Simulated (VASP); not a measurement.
Runs of VASP 6.6.1 on GaAs. The structure is that of space group F-43m (No. 216), or close to it. The cells are those of the table. 

```csv
task,cell,cutoff (eV),smearing,gap on the mesh (eV),pressure (GPa)
single point,"a = 4.028 Å, angles 60.0°, 2 atoms",520,gaussian 0.01 eV,(a),-1.2
relaxation of cell and atoms,"relaxed to 16 GPa from a = 4.002 Å, angles 60.0°, 2 atoms",600,gaussian 0.01 eV,1.01,16.0
single point,"a = 4.002 Å, angles 60.0°, 2 atoms",520,gaussian 0.02 eV,0.43,0.2
single point,"a = 4.002 Å, angles 60.0°, 2 atoms",520,gaussian 0.01 eV,0.43,0.2
```

Alike in all rows: level PBEsol; potentials or basis VASP PAW PBE potentials, release 64 (Ga_d, As); no spin polarisation; k mesh 12 × 12 × 12.

Problem. Fill in the values left out.

Solution. (a) 0.29.

Caveats: the PAW data sets were made with another functional, which shifts forces and pressure a little; semilocal functionals underestimate gaps, and a narrow one can read as zero (at least some runs); the cell is relaxed towards a set pressure, so the run minimises the enthalpy, not the energy (at least some runs).

A k mesh can miss the band edges, and the runs leave out spin-orbit coupling on As, Ga.
